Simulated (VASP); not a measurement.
Lu, 2 atoms in the cell. Symmetry: P6_3/mmc, No. 194, hexagonal system. Conventional cell: a = 3.504 Å, b = 3.504 Å, c = 5.465 Å, α = 90.00°, β = 90.00°, γ = 120.00°. Within 4.5 Å of Lu (site symmetry -6m2) lie 12 Lu at 3.40 to 3.50 Å. 

```yaml
Program: VASP 6.6.1
Task: single point
Functional: PBE
Potentials_or_basis: VASP PAW PBE potentials, release 64 (Lu)
Cutoff: 520 eV
k_mesh: 12 × 12 × 6
Occupations: fermi-dirac, width 0.05 eV
Spin: no spin polarisation
Dipole_correction: no
Further_INCAR_settings: ALGO = Normal; EDIFF = 1e-07; NBANDS = 32
```

Potentials or basis: VASP PAW PBE potentials, release 64 (Lu).

Run with:

```sh
$ cat potpaw_PBE.64/Lu/POTCAR > POTCAR
$ mpirun -np 1 vasp_std > vasp.out
```

Hardware: 1 thread of Intel Xeon 8259CL, on a shared host.

How long does it take, and how much memory?

It took 4.1 min on 1 thread of Intel Xeon 8259CL, on a shared host, peak memory 0.26 GiB. Counts: scf iterations 14, k points 76.
